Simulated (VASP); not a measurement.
Write the native input for VASP 6.6.1 that does the following.

```
Task                   : single point
Functional             : r2SCAN
Potentials or basis    : VASP PAW PBE potentials, release 64 (Ga_d, P)
Cutoff                 : 520 eV
k mesh                 : 8 × 8 × 8
Occupations            : gaussian, width 0.01 eV
Spin                   : no spin polarisation
Dipole correction      : no
Further INCAR settings : ALGO = Normal; EDIFF = 1e-07; NBANDS = 16
```

GaP:

```xyz
2
Lattice="0.0000 2.7252 2.7252 2.7252 0.0000 2.7252 2.7252 2.7252 0.0000" Properties=species:S:1:pos:R:3 pbc="T T T"
Ga    0.0000    0.0000    0.0000
P     4.0879    4.0879    4.0879
```

These files were run (other wordings do the same):

POSCAR

```
GaP
1.0
    0.0000000000      2.7252500000      2.7252500000
    2.7252500000      0.0000000000      2.7252500000
    2.7252500000      2.7252500000      0.0000000000
Ga P
1 1
Direct
    0.0000000000      0.0000000000      0.0000000000
    0.7500000000      0.7500000000      0.7500000000
```

INCAR.step1

```
SYSTEM = GaP
ALGO = Normal
EDIFF = 1E-4
ENCUT = 520
GGA = PE
ISMEAR = 0
LASPH = .TRUE.
LCHARG = .FALSE.
LREAL = .FALSE.
LWAVE = .TRUE.
NBANDS = 16
NELM = 80
PREC = Accurate
SIGMA = 0.01
```

INCAR.step2

```
SYSTEM = GaP
ALGO = Normal
EDIFF = 1E-7
ENCUT = 520
ISIF = 2
ISMEAR = 0
ISTART = 1
LASPH = .TRUE.
LCHARG = .TRUE.
LELF = .TRUE.
LMIXTAU = .TRUE.
LREAL = .FALSE.
LVHAR = .TRUE.
LWAVE = .FALSE.
METAGGA = R2SCAN
NBANDS = 16
NELM = 80
PREC = Accurate
SIGMA = 0.01
```

KPOINTS

```
k-points
0
G
  8 8 8
  0 0 0
```

Potentials or basis: VASP PAW PBE potentials, release 64 (Ga_d, P).

Launch:

```bash
$ cat potpaw_PBE.64/Ga_d/POTCAR potpaw_PBE.64/P/POTCAR > POTCAR
$ cp INCAR.step1 INCAR
$ mpirun -np 1 vasp_std > vasp.out
$ cp INCAR.step2 INCAR
$ mpirun -np 1 vasp_std > vasp.out
```

Results of the run:

```json
{"Pressure": "0.0 GPa", "Band gap on the k mesh": "1.90 eV (least direct gap 2.34 eV)"}
```

Caveat: the PAW data sets were made with another functional, which shifts forces and pressure a little.

Run time: 2.3 min on 1 thread of Intel Xeon 8259CL (shared host), peak memory 0.18 GiB.
